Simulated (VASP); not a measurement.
# ZnB6 (Pm-3m) in VASP: further runs

ZnB6 is run at these levels: PBE; tasks: single point, relaxation of cell and atoms.

Everything below comes from runs of VASP 6.6.1. Logs are shortened: lines on timing, memory, paths and dates and some standing lists are left out, and cuts for length are marked.

**1. The cell of the first run**

Symmetry: Pm-3m, No. 221, cubic system. Conventional cell: a = 4.132 Å, b = 4.132 Å, c = 4.132 Å, α = 90.00°, β = 90.00°, γ = 90.00°. Within 4.0 Å of Zn (site symmetry m-3m) lie 24 B at 3.04 Å. B (site symmetry 4mm) has 5 B at 1.64 to 1.76 Å within 2.2 Å.

**2. Single point, PBE**

INCAR

```
PREC = Accurate ; ENCUT = 500
EDIFF = 1E-6 ; ISMEAR = 0
SIGMA = 0.1 ; LREAL = False
LASPH = True ; NELM = 120
ALGO = Normal ; ISIF = 2
LWAVE = False ; LCHARG = True
GGA = PE ; LELF = True
LVHAR = True ; NBANDS = 24
GGA_COMPAT = False
```

KPOINTS

```
Automatic mesh
0
Gamma
  10 10 10
```

POSCAR

```
ZnB6
1.0
    4.1323370410      0.0000000000      0.0000000000
    0.0000000000      4.1323370410      0.0000000000
    0.0000000000      0.0000000000      4.1323370410
Zn B
1 6
Direct
    0.0000000000      0.0000000000      0.0000000000
    0.1989792654      0.5000000000      0.5000000000
    0.5000000000      0.1989792654      0.5000000000
    0.8010207346      0.5000000000      0.5000000000
    0.5000000000      0.8010207346      0.5000000000
    0.5000000000      0.5000000000      0.1989792654
    0.5000000000      0.5000000000      0.8010207346
```

Potentials or basis: VASP PAW PBE potentials, release 64 (Zn, B).

On the command line:

```sh
$ cat potpaw_PBE.64/Zn/POTCAR potpaw_PBE.64/B/POTCAR > POTCAR
$ mpirun -np 1 vasp_std > vasp.out
```

OUTCAR:

```text
PREC = Accurate
   ENCUT = 500
   EDIFF = 1E-6
   ISMEAR = 0
   LREAL = False
   LASPH = True
   NELM = 120
   ISIF = 2
   GGA = PE

 ion  position               nearest neighbor table
   1  0.000  0.000  0.000-
   2  0.199  0.500  0.500-   4 1.64   3 1.76   5 1.76   6 1.76   7 1.76
   3  0.500  0.199  0.500-   5 1.64   4 1.76   2 1.76   6 1.76   7 1.76
   4  0.801  0.500  0.500-   2 1.64   3 1.76   5 1.76   6 1.76   7 1.76
   5  0.500  0.801  0.500-   3 1.64   2 1.76   4 1.76   6 1.76   7 1.76
   6  0.500  0.500  0.199-   7 1.64   3 1.76   4 1.76   5 1.76   2 1.76
   7  0.500  0.500  0.801-   6 1.64   3 1.76   4 1.76   5 1.76   2 1.76

  LATTYP: Found a simple cubic cell.
 ALAT       =     4.1323370410

  Lattice vectors:

 A1 = (   4.1323370410,   0.0000000000,   0.0000000000)
 A2 = (   0.0000000000,   4.1323370410,   0.0000000000)
 A3 = (   0.0000000000,   0.0000000000,   4.1323370410)

Analysis of symmetry for initial positions (statically):
=====================================================================
 Subroutine PRICEL returns:
 Original cell was already a primitive cell.

 Routine SETGRP: Setting up the symmetry group for a
 simple cubic supercell.

 Subroutine GETGRP returns: Found 48 space group operations
 (whereof 48 operations were pure point group operations)
 out of a pool of 48 trial point group operations.

The static configuration has the point symmetry O_h .

Analysis of symmetry for dynamics (positions and initial velocities):
=====================================================================
 Subroutine PRICEL returns:
 Original cell was already a primitive cell.

 Routine SETGRP: Setting up the symmetry group for a
 simple cubic supercell.

 Subroutine GETGRP returns: Found 48 space group operations
 (whereof 48 operations were pure point group operations)
 out of a pool of 48 trial point group operations.

The dynamic configuration has the point symmetry O_h .

 Subroutine INISYM returns: Found 48 space group operations
 (whereof 48 operations are pure point group operations),
 and found     1 'primitive' translations

----------------------------------------------------------------------------------------

                                     Primitive cell

  volume of cell :      70.5647

  direct lattice vectors                    reciprocal lattice vectors
     4.132337041  0.000000000  0.000000000     0.241993814  0.000000000  0.000000000
     0.000000000  4.132337041  0.000000000     0.000000000  0.241993814  0.000000000
     0.000000000  0.000000000  4.132337041     0.000000000  0.000000000  0.241993814

  length of vectors
     4.132337041  4.132337041  4.132337041     0.241993814  0.241993814  0.241993814

  position of ions in fractional coordinates (direct lattice)
     0.000000000  0.000000000  0.000000000
     0.198979265  0.500000000  0.500000000
     0.500000000  0.198979265  0.500000000
     0.801020735  0.500000000  0.500000000
     0.500000000  0.801020735  0.500000000
     0.500000000  0.500000000  0.198979265
     0.500000000  0.500000000  0.801020735

  ion indices of the primitive-cell ions
   primitive index   ion index
                 1           1
                 2           2
                 3           3
                 4           4
                 5           5
                 6           6
                 7           7

----------------------------------------------------------------------------------------

 KPOINTS: Automatic mesh

Automatic generation of k-mesh.
 Grid dimensions read from file:
 generate k-points for:   10   10   10

 Generating k-lattice:

  Cartesian coordinates                     Fractional coordinates (reciprocal lattice)
     0.024199381  0.000000000  0.000000000     0.100000000  0.000000000  0.000000000
     0.000000000  0.024199381  0.000000000     0.000000000  0.100000000  0.000000000
     0.000000000  0.000000000  0.024199381     0.000000000  0.000000000  0.100000000

  Length of vectors
     0.024199381  0.024199381  0.024199381

  Shift w.r.t. Gamma in fractional coordinates (k-lattice)
     0.000000000  0.000000000  0.000000000

 Subroutine IBZKPT returns following result:
 ===========================================

 Found     56 irreducible k-points:

 Following reciprocal coordinates:
            Coordinates               Weight
  0.000000  0.000000  0.000000      1.000000
  0.100000  0.000000  0.000000      6.000000
  0.200000  0.000000  0.000000      6.000000
  0.300000  0.000000  0.000000      6.000000
  0.400000  0.000000  0.000000      6.000000
  0.500000  0.000000  0.000000      3.000000
[... 16 lines left out ...]
  0.200000  0.100000  0.100000     24.000000
  0.300000  0.100000  0.100000     24.000000
 [... further k-points ...]
   k-points           NKPTS =     56   k-points in BZ     NKDIM =     56   number of bands    NBANDS=     24
   number of dos      NEDOS =    301   number of ions     NIONS =      7
   total plane-waves  NPLWV =  27000
   dimension x,y,z NGX =    30 NGY =   30 NGZ =   30
   dimension x,y,z NGXF=    60 NGYF=   60 NGZF=   60
   ions per type =               1   6
   NGX,Y,Z   is equivalent  to a cutoff of  12.07, 12.07, 12.07 a.u.
   NGXF,Y,Z  is equivalent  to a cutoff of  24.14, 24.14, 24.14 a.u.
 SYSTEM =  unknown system
   PREC   = accura    normal or accurate (medium, high low for compatibility)
   ISTART =      0    job   : 0-new  1-cont  2-samecut
   ICHARG =      2    charge: 1-file 2-atom 10-const
   ISPIN  =      1    spin polarized calculation?
   LNONCOLLINEAR =      F non collinear calculations
   LSORBIT =      F    spin-orbit coupling
   LASPH  =      T    aspherical Exc in radial PAW
   ENCUT  =  500.0 eV  36.75 Ry    6.06 a.u.   7.53  7.53  7.53*2*pi/ulx,y,z
   NELM   =    120;   NELMIN=  2; NELMDL= -5     # of ELM steps
   EDIFF  = 0.1E-05   stopping-criterion for ELM
   LREAL  =      F    real-space projection
   EDIFFG = 0.1E-04   stopping-criterion for IOM
   NSW    =      0    number of steps for IOM
   IBRION =     -1    ionic relax: 0-MD 1-quasi-New 2-CG
   NFREE  =      0    steps in history (QN), initial steepest desc. (CG)
   ISIF   =      2    stress and relaxation
   ISYM   =      2    0-nonsym 1-usesym 2-fastsym
   POTIM  = 0.5000    time-step for ionic-motion
   TEBEG  =    0.0;   TEEND  =   0.0 temperature during run
   PSTRESS=    0.0 pullay stress
   NELECT =      30.0000    total number of electrons
   NUPDOWN=      -1.0000    fix difference up-down
   EMIN   =  10.00;   EMAX   =-10.00  energy-range for DOS
   EFERMI =   0.00;   METHOD = LEGACY
   ISMEAR =     0;   SIGMA  =   0.10  broadening in eV -4-tet -1-fermi 0-gaus
   EFERMI_NEDOS =   21; number of points for ismear=-14 and -15
   IALGO  =     38    algorithm
   IMIX   =      4    mixing-type and parameters
     AMIX     =   0.40;   BMIX     =  1.00
     AMIX_MAG =   1.60;   BMIX_MAG =  1.00
  volume/ion in A,a.u.               =      10.08        68.03
  Fermi-wavevector in a.u.,A,eV,Ry     =   1.230985  2.326225 20.617244  1.515325
  Thomas-Fermi vector in A             =   2.365812
   LORBIT       =      0    0 simple, 1 ext, 2 COOP (PROOUT), +10 PAW based schemes
   GGA     = PE    functional components
   LHFCALC =     F    Hartree Fock is set to
   AEXX    =    0.0000 exact exchange contribution
   IVDW    =     0    specifies the selected vdW correction
   LEPSILON=     F    determine dielectric tensor
   LRPA    =     F    only Hartree local field effects (RPA)
 non-spin polarized calculation
 Gauss-broadening in eV      SIGMA  =   0.10
  energy-cutoff  :      500.00
  volume of cell :       70.56
 maximum number of plane-waves:      1856
   NGX = 15   NGY = 15   NGZ = 15

 number of electron      29.9999955 magnetization

 Free energy of the ion-electron system (eV)
  ---------------------------------------------------
  ext. energy  EPLUGINS =         0.00000000
  ---------------------------------------------------
  free energy    TOTEN  =       -38.85943290 eV

  energy without entropy =      -38.85472908  energy(sigma->0) =      -38.85708099

 E-fermi :   3.2216     XC(G=0): -10.6038

 val. band max:        3.1608874871   @ k =   0.5000   0.1000   0.1000
 cond. band min:       3.2488006582   @ k =   0.3000   0.1000   0.0000
 fundamental gap:      0.0879131711
 Fermi energy:         3.2216008408

 k-point     1 :       0.0000    0.0000    0.0000
  band No.  band energies     occupation
      1     -10.9864      2.00000
      2      -3.9319      2.00000
      3      -3.9319      2.00000
      4      -3.8451      2.00000
      5      -3.7956      2.00000
      6      -3.7956      2.00000
[... 16 lines left out ...]
     23      11.9086      0.00000
     24      11.9086      0.00000

 k-point     2 :       0.1000    0.0000    0.0000
  band No.  band energies     occupation
      1     -10.9542      2.00000
      2      -4.2981      2.00000
      3      -3.9245      2.00000
      4      -3.9024      2.00000
      5      -3.8244      2.00000
      6      -3.8244      2.00000
[... 16 lines left out ...]
     23      12.0592      0.00000
     24      12.2464      0.00000

 k-point     3 :       0.2000    0.0000    0.0000
  band No.  band energies     occupation
      1     -10.8654      2.00000
      2      -5.0093      2.00000
      3      -3.9053      2.00000
      4      -3.8811      2.00000
      5      -3.8811      2.00000
      6      -3.8580      2.00000
[... 16 lines left out ...]
     23      12.3303      0.00000
     24      13.1286      0.00000
[... 514 lines left out ...]
 k-point    23 :       0.2000    0.1000    0.1000
  band No.  band energies     occupation
      1     -10.8050      2.00000
      2      -4.9723      2.00000
      3      -4.0890      2.00000
      4      -4.0368      2.00000
      5      -3.8511      2.00000
      6      -3.8134      2.00000
[... 16 lines left out ...]
     23      12.7392      0.00000
     24      13.4363      0.00000

 k-point    24 :       0.3000    0.1000    0.1000
  band No.  band energies     occupation
      1     -10.6890      2.00000
      2      -5.5500      2.00000
      3      -4.0463      2.00000
      4      -4.0147      2.00000
      5      -3.8579      2.00000
      6      -3.8168      2.00000
[... 16 lines left out ...]
     23      12.4234      0.00000
     24      13.5603      0.00000

 [... further k-points ...]

------------------------ aborting loop because EDIFF is reached ----------------------------------------

  FORCE on cell =-STRESS in cart. coord.  units (eV):
  Direction    XX          YY          ZZ          XY          YZ          ZX
  --------------------------------------------------------------------------------------
  -------------------------------------------------------------------------------------
  Total        0.0422070      0.0422070      0.0422070      0.0000000      0.0000000     -0.0000000
  in kB        0.9583140      0.9583140      0.9583140      0.0000000      0.0000000     -0.0000000
  external PRESSURE =       0.9583140 kB  Pullay stress =       0.0000000 kB

 VOLUME and BASIS-vectors are now :
 -----------------------------------------------------------------------------
  energy-cutoff  :      500.00
  volume of cell :       70.56
      direct lattice vectors                 reciprocal lattice vectors
     4.132337041  0.000000000  0.000000000     0.241993814  0.000000000  0.000000000
     0.000000000  4.132337041  0.000000000     0.000000000  0.241993814  0.000000000
     0.000000000  0.000000000  4.132337041     0.000000000  0.000000000  0.241993814

 POSITION                                       TOTAL-FORCE (eV/Angst)
 -----------------------------------------------------------------------------------
      0.00000      0.00000      0.00000        -0.000000     -0.000000      0.000000
      0.82225      2.06617      2.06617        -0.021206     -0.000000     -0.000000
      2.06617      0.82225      2.06617         0.000000     -0.021206     -0.000000
      3.31009      2.06617      2.06617         0.021206      0.000000      0.000000
      2.06617      3.31009      2.06617        -0.000000      0.021206      0.000000
      2.06617      2.06617      0.82225         0.000000      0.000000     -0.021206
      2.06617      2.06617      3.31009        -0.000000     -0.000000      0.021206
 -----------------------------------------------------------------------------------
    total drift:                                0.000000      0.000000      0.000000

  FREE ENERGIE OF THE ION-ELECTRON SYSTEM (eV)
  ---------------------------------------------------
  free  energy   TOTEN  =       -38.8594329047 eV

  energy  without entropy=      -38.8547290832  energy(sigma->0) =      -38.85708099
```

Run time: 83 s. Hardware: 1 thread of Intel Xeon 6975P-C, shared host; peak memory 0.22 GiB.

Results:

| Item | Value |
| --- | --- |
| Free energy | -38.8594 eV |
| Pressure | 0.1 GPa |
| Largest force | 0.021 eV/Å |
| Band gap on the k mesh | zero (band 15 reaches 3.68 eV, above the bottom of band 16 at 2.30 eV) |

Forces in eV/Å, atoms in the order of the input:
```
Zn   0.000  0.000  0.000
B   -0.021  0.000  0.000
B    0.000 -0.021  0.000
B    0.021  0.000  0.000
B    0.000  0.021  0.000
B    0.000  0.000 -0.021
B    0.000  0.000  0.021
```

**3. Relaxation of cell and atoms, PBE**

This run uses another cell than the first one, of 10.05 Å³/atom, 0.997 times its volume.

INCAR

```
SYSTEM = ZnB6
PREC = Accurate
ENCUT = 500
EDIFF = 1E-7
ISMEAR = 0
SIGMA = 0.1
LREAL = .False.
LASPH = .True.
NELM = 120
ALGO = Normal
ISIF = 3
LWAVE = .False.
LCHARG = .False.
GGA = PE
IBRION = 2
NSW = 100
EDIFFG = -0.01
GGA_COMPAT = .False.
NELMIN = 4
```

KPOINTS

```
Automatic mesh
0
Gamma
  10 10 10
  0 0 0
```

POSCAR

```
ZnB6
1.0
    4.1281014114      0.0000000000      0.0000000000
    0.0000000000      4.1281014114      0.0000000000
    0.0000000000      0.0000000000      4.1281014114
Zn B
1 6
Direct
    0.0000000000      0.0000000000      0.0000000000
    0.1988311695      0.5000000000      0.5000000000
    0.5000000000      0.1988311695      0.5000000000
    0.8011688305      0.5000000000      0.5000000000
    0.5000000000      0.8011688305      0.5000000000
    0.5000000000      0.5000000000      0.1988311695
    0.5000000000      0.5000000000      0.8011688305
```

Potentials or basis: VASP PAW PBE potentials, release 64 (Zn, B).

On the command line:

```sh
$ cat potpaw_PBE.64/Zn/POTCAR potpaw_PBE.64/B/POTCAR > POTCAR
$ mpirun -np 1 vasp_std > vasp.out
```

Wall time 2.2 min (1 thread of Intel Xeon 6975P-C, shared host); peak memory 0.21 GiB.

Results (log left out):

| Item | Value |
| --- | --- |
| Free energy | -38.8593 eV |
| Relaxed volume | 10.09 Å³/atom |
| Relaxed cell | a = 4.133 Å, b = 4.133 Å, c = 4.133 Å, α = 90.00°, β = 90.00°, γ = 90.00° |
| Space group after relaxing (to 0.05 Å) | Pm-3m (No. 221) |
| Energy gained by relaxing | 0.1 meV/atom |
| Ionic steps | 3 |
| Pressure after relaxing | 0.0 GPa |
| Largest force after relaxing | 0.010 eV/Å |
| Band gap on the k mesh | zero (band 15 reaches 3.68 eV, above the bottom of band 16 at 2.30 eV) |

Forces on the atoms (eV/Å):
```
Zn   0.000  0.000  0.000
B   -0.010  0.000  0.000
B    0.000 -0.010  0.000
B    0.010  0.000  0.000
B    0.000  0.010  0.000
B    0.000  0.000 -0.010
B    0.000  0.000  0.010
```

Step by step:
```tsv
step	energy change (eV)	largest force (eV/Å)	pressure (GPa)	volume (Å³)
1	0.0000	0.0127	0.50	70.35
2	-0.0004	0.0164	-0.12	70.67
3	-0.0004	0.0099	0.02	70.60
```

Final structure:
```xyz
7
Lattice="4.1329 0.0000 0.0000 0.0000 4.1329 0.0000 0.0000 0.0000 4.1329" Properties=species:S:1:pos:R:3 pbc="T T T"
Zn    0.0000    0.0000    0.0000
B     0.8222    2.0665    2.0665
B     2.0665    0.8222    2.0665
B     3.3107    2.0665    2.0665
B     2.0665    3.3107    2.0665
B     2.0665    2.0665    0.8222
B     2.0665    2.0665    3.3107
```

Levels at points of the mesh, in eV from the Fermi level:
```tsv
k point	band 13	band 14	band 15	band 16	band 17	band 18
(0.00, 0.00, 0.00)	0.45	0.46	0.46	0.46	3.31	3.31
(0.50, 0.00, 0.00)	-2.27	-1.55	-0.50	0.54	1.90	5.11
(0.50, 0.50, 0.00)	-1.73	-1.22	-1.22	1.45	2.57	2.57
(0.50, 0.50, 0.50)	-1.76	-0.82	-0.82	-0.82	6.53	7.10
```
